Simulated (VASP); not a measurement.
# Cd3Ag (P-6m2) in VASP: single point with LDA

Aim: the single point of Cd3Ag with LDA.

Everything below comes from runs of VASP 6.6.1. Logs are shortened: lines on timing, memory, paths and dates and some standing lists are left out, and cuts for length are marked.

## (1) The cell of the first run

Symmetry: P-6m2, No. 187, hexagonal system. Conventional cell: a = 3.105 Å, b = 3.105 Å, c = 9.646 Å, α = 90.00°, β = 90.00°, γ = 120.00°. Within 4.1 Å of Cd (site symmetry -6m2) lie 12 Cd at 3.10 to 3.11 Å. Cd (site symmetry 3m) has 3 Ag at 2.91 Å and 9 Cd at 3.10 to 3.11 Å within 3.8 Å. Within 3.8 Å of Ag (site symmetry -6m2) lie 6 Cd at 2.91 Å and 6 Ag at 3.11 Å.

## (2) Single point, LDA

The input, INCAR:

```
SYSTEM = Cd3Ag
PREC = Accurate
ENCUT = 520
EDIFF = 1E-6
ISMEAR = -1
SIGMA = 0.05
LREAL = .FALSE.
LASPH = .TRUE.
NELM = 100
ALGO = Normal
ISIF = 2
LWAVE = .FALSE.
LCHARG = .TRUE.
LELF = .TRUE.
LVHAR = .TRUE.
NBANDS = 32
```

The input, KPOINTS:

```
regular mesh
0
G
  8 8 3
  0 0 0
```

The input, POSCAR:

```
Cd3Ag
1.0
    3.1050140000      0.0000000000      0.0000000000
   -1.5525070000      2.6890210031      0.0000000000
    0.0000000000      0.0000000000      9.6463410000
Cd Ag
3 1
Direct
    0.0000000000      0.0000000000      0.5000000000
    0.6666670000      0.3333330000      0.2378100000
    0.6666670000      0.3333330000      0.7621900000
    0.0000000000      0.0000000000      0.0000000000
```

Potentials or basis: VASP PAW LDA potentials, release 64 (Cd, Ag).

The run is started by

```bash
cat potpaw_LDA.64/Cd/POTCAR potpaw_LDA.64/Ag/POTCAR > POTCAR
mpirun -np 1 vasp_std > vasp.out
```

OUTCAR:

```text
SYSTEM = Cd3Ag
   PREC = Accurate
   ENCUT = 520
   EDIFF = 1E-6
   ISMEAR = -1
   LREAL = .FALSE.
   LASPH = .TRUE.
   NELM = 100
   ISIF = 2

 ion  position               nearest neighbor table
   1  0.000  0.000  0.500-   2 3.10   3 3.10   2 3.10   3 3.10   2 3.10   3 3.10
   2  0.667  0.333  0.238-   4 2.91   4 2.91   4 2.91   1 3.10   1 3.10   1 3.10
   3  0.667  0.333  0.762-   4 2.91   4 2.91   4 2.91   1 3.10   1 3.10   1 3.10
   4  0.000  0.000  0.000-   2 2.91   3 2.91   2 2.91   3 2.91   2 2.91   3 2.91

  LATTYP: Found a hexagonal cell.
 ALAT       =     3.1050140000
 C/A-ratio  =     3.1066980696

  Lattice vectors:

 A1 = (   3.1050140000,   0.0000000000,   0.0000000000)
 A2 = (  -1.5525070000,   2.6890210031,   0.0000000000)
 A3 = (   0.0000000000,   0.0000000000,   9.6463410000)

Analysis of symmetry for initial positions (statically):
=====================================================================
 Subroutine PRICEL returns:
 Original cell was already a primitive cell.

 Routine SETGRP: Setting up the symmetry group for a
 hexagonal supercell.

 Subroutine GETGRP returns: Found 12 space group operations
 (whereof 12 operations were pure point group operations)
 out of a pool of 24 trial point group operations.

The static configuration has the point symmetry D_3h.

Analysis of symmetry for dynamics (positions and initial velocities):
=====================================================================
 Subroutine PRICEL returns:
 Original cell was already a primitive cell.

 Routine SETGRP: Setting up the symmetry group for a
 hexagonal supercell.

 Subroutine GETGRP returns: Found 12 space group operations
 (whereof 12 operations were pure point group operations)
 out of a pool of 24 trial point group operations.

The dynamic configuration has the point symmetry D_3h.

 Subroutine INISYM returns: Found 12 space group operations
 (whereof 12 operations are pure point group operations),
 and found     1 'primitive' translations

----------------------------------------------------------------------------------------

                                     Primitive cell

  volume of cell :      80.5416

  direct lattice vectors                    reciprocal lattice vectors
     3.105014000  0.000000000  0.000000000     0.322059740  0.185941277  0.000000000
    -1.552507000  2.689021003  0.000000000     0.000000000  0.371882555  0.000000000
     0.000000000  0.000000000  9.646341000     0.000000000  0.000000000  0.103666250

  length of vectors
     3.105014000  3.105014000  9.646341000     0.371882555  0.371882555  0.103666250

  position of ions in fractional coordinates (direct lattice)
     0.000000000  0.000000000  0.500000000
     0.666667000  0.333333000  0.237810000
     0.666667000  0.333333000  0.762190000
     0.000000000  0.000000000  0.000000000

  ion indices of the primitive-cell ions
   primitive index   ion index
                 1           1
                 2           2
                 3           3
                 4           4

----------------------------------------------------------------------------------------

 KPOINTS: regular mesh

Automatic generation of k-mesh.
 Grid dimensions read from file:
 generate k-points for:    8    8    3

 Generating k-lattice:

  Cartesian coordinates                     Fractional coordinates (reciprocal lattice)
     0.040257467  0.023242660  0.000000000     0.125000000  0.000000000  0.000000000
     0.000000000  0.046485319  0.000000000     0.000000000  0.125000000  0.000000000
     0.000000000  0.000000000  0.034555417     0.000000000  0.000000000  0.333333333

  Length of vectors
     0.046485319  0.046485319  0.034555417

  Shift w.r.t. Gamma in fractional coordinates (k-lattice)
     0.000000000  0.000000000  0.000000000

 Subroutine IBZKPT returns following result:
 ===========================================

 Found     20 irreducible k-points:

 Following reciprocal coordinates:
            Coordinates               Weight
  0.000000  0.000000  0.000000      1.000000
  0.125000  0.000000  0.000000      6.000000
  0.250000  0.000000  0.000000      6.000000
  0.375000 -0.000000  0.000000      6.000000
  0.500000  0.000000  0.000000      3.000000
  0.125000  0.125000  0.000000      6.000000
[... 12 lines left out ...]
  0.250000  0.250000  0.333333     12.000000
  0.375000  0.250000  0.333333     12.000000
   k-points           NKPTS =     20   k-points in BZ     NKDIM =     20   number of bands    NBANDS=     32
   number of dos      NEDOS =    301   number of ions     NIONS =      4
   total plane-waves  NPLWV =  41472
   dimension x,y,z NGX =    24 NGY =   24 NGZ =   72
   dimension x,y,z NGXF=    48 NGYF=   48 NGZF=  144
   ions per type =               3   1
   NGX,Y,Z   is equivalent  to a cutoff of  12.85, 12.85, 12.41 a.u.
   NGXF,Y,Z  is equivalent  to a cutoff of  25.70, 25.70, 24.82 a.u.
 SYSTEM =  Cd3Ag
   PREC   = accura    normal or accurate (medium, high low for compatibility)
   ISTART =      0    job   : 0-new  1-cont  2-samecut
   ICHARG =      2    charge: 1-file 2-atom 10-const
   ISPIN  =      1    spin polarized calculation?
   LNONCOLLINEAR =      F non collinear calculations
   LSORBIT =      F    spin-orbit coupling
   LASPH  =      T    aspherical Exc in radial PAW
   ENCUT  =  520.0 eV  38.22 Ry    6.18 a.u.   5.77  5.77 17.94*2*pi/ulx,y,z
   NELM   =    100;   NELMIN=  2; NELMDL= -5     # of ELM steps
   EDIFF  = 0.1E-05   stopping-criterion for ELM
   LREAL  =      F    real-space projection
   EDIFFG = 0.1E-04   stopping-criterion for IOM
   NSW    =      0    number of steps for IOM
   IBRION =     -1    ionic relax: 0-MD 1-quasi-New 2-CG
   NFREE  =      0    steps in history (QN), initial steepest desc. (CG)
   ISIF   =      2    stress and relaxation
   ISYM   =      2    0-nonsym 1-usesym 2-fastsym
   POTIM  = 0.5000    time-step for ionic-motion
   TEBEG  =    0.0;   TEEND  =   0.0 temperature during run
   PSTRESS=    0.0 pullay stress
   NELECT =      47.0000    total number of electrons
   NUPDOWN=      -1.0000    fix difference up-down
   EMIN   =  10.00;   EMAX   =-10.00  energy-range for DOS
   EFERMI =   0.00;   METHOD = LEGACY
   ISMEAR =    -1;   SIGMA  =   0.05  broadening in eV -4-tet -1-fermi 0-gaus
   EFERMI_NEDOS =   21; number of points for ismear=-14 and -15
   IALGO  =     38    algorithm
   IMIX   =      4    mixing-type and parameters
     AMIX     =   0.40;   BMIX     =  1.00
     AMIX_MAG =   1.60;   BMIX_MAG =  1.00
  volume/ion in A,a.u.               =      20.14       135.88
  Fermi-wavevector in a.u.,A,eV,Ry     =   1.368046  2.585232 25.463977  1.871550
  Thomas-Fermi vector in A             =   2.494045
   LORBIT       =      0    0 simple, 1 ext, 2 COOP (PROOUT), +10 PAW based schemes
   GGA     = CA    functional components
   LHFCALC =     F    Hartree Fock is set to
   AEXX    =    0.0000 exact exchange contribution
   IVDW    =     0    specifies the selected vdW correction
   LEPSILON=     F    determine dielectric tensor
   LRPA    =     F    only Hartree local field effects (RPA)
 non-spin polarized calculation
  energy-cutoff  :      520.00
  volume of cell :       80.54
 maximum number of plane-waves:      2189
 NGX is ok and might be reduce to    24
   NGX = 11   NGY = 11   NGZ = 35

 number of electron      47.0000009 magnetization

 Free energy of the ion-electron system (eV)
  ---------------------------------------------------
  ext. energy  EPLUGINS =         0.00000000
  ---------------------------------------------------
  free energy    TOTEN  =        -8.33033522 eV

  energy without entropy =       -8.31242816  energy(sigma->0) =       -8.32138169

 E-fermi :   3.8374     XC(G=0): -11.7283

 val. band max:        3.7172467483   @ k =   0.3750   0.2500   0.3333
 cond. band min:       3.8481470428   @ k =   0.3750   0.1250   0.3333
 fundamental gap:      0.1309002946
 Fermi energy:         3.8373807134

 k-point     1 :       0.0000    0.0000    0.0000
  band No.  band energies     occupation
      1      -5.6754      2.00000
      2      -5.4677      2.00000
      3      -5.2709      2.00000
      4      -5.1558      2.00000
      5      -5.1558      2.00000
      6      -5.1361      2.00000
[... 24 lines left out ...]
     31      17.7337      0.00000
     32      17.8475      0.00000

 k-point     2 :       0.1250    0.0000    0.0000
  band No.  band energies     occupation
      1      -5.5773      2.00000
      2      -5.3730      2.00000
      3      -5.2476      2.00000
      4      -5.1909      2.00000
      5      -5.1678      2.00000
      6      -5.0972      2.00000
[... 24 lines left out ...]
     31      15.5343      0.00000
     32      16.7595      0.00000

 k-point     3 :       0.2500    0.0000    0.0000
  band No.  band energies     occupation
      1      -5.5803      2.00000
      2      -5.4446      2.00000
      3      -5.3621      2.00000
      4      -5.2512      2.00000
      5      -5.2027      2.00000
      6      -5.0978      2.00000
[... 24 lines left out ...]
     31      13.7008      0.00000
     32      15.0020      0.00000

 k-point     4 :       0.3750   -0.0000    0.0000
  band No.  band energies     occupation
      1      -5.7324      2.00000
      2      -5.6082      2.00000
      3      -5.5534      2.00000
      4      -5.4830      2.00000
      5      -5.3858      2.00000
      6      -5.1518      2.00000
[... 514 lines left out ...]
     31      10.9096      0.00000
     32      12.3930      0.00000

 k-point    19 :       0.2500    0.2500    0.3333
  band No.  band energies     occupation
      1      -5.5141      2.00000
      2      -5.4713      2.00000
      3      -5.3488      2.00000
      4      -5.3267      2.00000
      5      -5.2291      2.00000
      6      -5.2027      2.00000
[... 24 lines left out ...]
     31      10.0256      0.00000
     32      11.0847      0.00000

 k-point    20 :       0.3750    0.2500    0.3333
  band No.  band energies     occupation
      1      -5.5440      2.00000
      2      -5.4515      2.00000
      3      -5.3405      2.00000
      4      -5.3216      2.00000
      5      -5.1955      2.00000
      6      -5.1499      2.00000
[... 24 lines left out ...]
     31       9.2016      0.00000
     32      10.8589      0.00000

------------------------ aborting loop because EDIFF is reached ----------------------------------------

  FORCE on cell =-STRESS in cart. coord.  units (eV):
  Direction    XX          YY          ZZ          XY          YZ          ZX
  --------------------------------------------------------------------------------------
  -------------------------------------------------------------------------------------
  Total       -2.3978183     -2.3978183     -3.3604369      0.0000000     -0.0000000     -0.0000000
  in kB      -47.6986934    -47.6986934    -66.8476226      0.0000000     -0.0000000     -0.0000000
  external PRESSURE =     -54.0816698 kB  Pullay stress =       0.0000000 kB

 VOLUME and BASIS-vectors are now :
 -----------------------------------------------------------------------------
  energy-cutoff  :      520.00
  volume of cell :       80.54
      direct lattice vectors                 reciprocal lattice vectors
     3.105014000  0.000000000  0.000000000     0.322059740  0.185941277  0.000000000
    -1.552507000  2.689021003  0.000000000     0.000000000  0.371882555  0.000000000
     0.000000000  0.000000000  9.646341000     0.000000000  0.000000000  0.103666250

 POSITION                                       TOTAL-FORCE (eV/Angst)
 -----------------------------------------------------------------------------------
      0.00000      0.00000      4.82317        -0.000000      0.000000      0.000000
      1.55251      0.89634      2.29400         0.000000      0.000000     -0.012605
      1.55251      0.89634      7.35234         0.000000     -0.000000      0.012605
      0.00000      0.00000      0.00000        -0.000000      0.000000      0.000000
 -----------------------------------------------------------------------------------
    total drift:                               -0.000908      0.000524      0.000000

  FREE ENERGIE OF THE ION-ELECTRON SYSTEM (eV)
  ---------------------------------------------------
  free  energy   TOTEN  =        -8.3303352195 eV

  energy  without entropy=       -8.3124281569  energy(sigma->0) =       -8.32138169
```

It took 22 s on 1 thread of Intel Xeon Platinum 8488C (Sapphire Rapids), shared host; peak memory 0.18 GiB.

Results:

| Property | Result |
| --- | --- |
| Free energy | -8.3303 eV |
| Pressure | -5.4 GPa |
| Largest force | 0.013 eV/Å |
| Band gap on the k mesh | zero (an odd number of electrons rules out a gap without spin polarisation) |

Forces on the atoms (eV/Å):
```
Cd   0.000  0.000  0.000
Cd   0.000  0.000 -0.013
Cd   0.000  0.000  0.013
Ag   0.000  0.000  0.000
```

Levels at points of the mesh, in eV from the Fermi level:
| k point | band 20 | band 21 | band 22 | band 23 | band 24 | band 25 | band 26 | band 27 |
| --- | --- | --- | --- | --- | --- | --- | --- | --- |
| (0.00, 0.00, 0.00) | -4.61 | -4.61 | -4.04 | -4.04 | -1.61 | 0.43 | 8.26 | 8.88 |
| (0.50, 0.00, 0.00) | -3.46 | -2.42 | -1.84 | -1.46 | -0.77 | 0.47 | 1.06 | 4.34 |

Caveat: the cell stands under tension.

The gap in the log of VASP goes by the Fermi energy; the results here count the filled bands.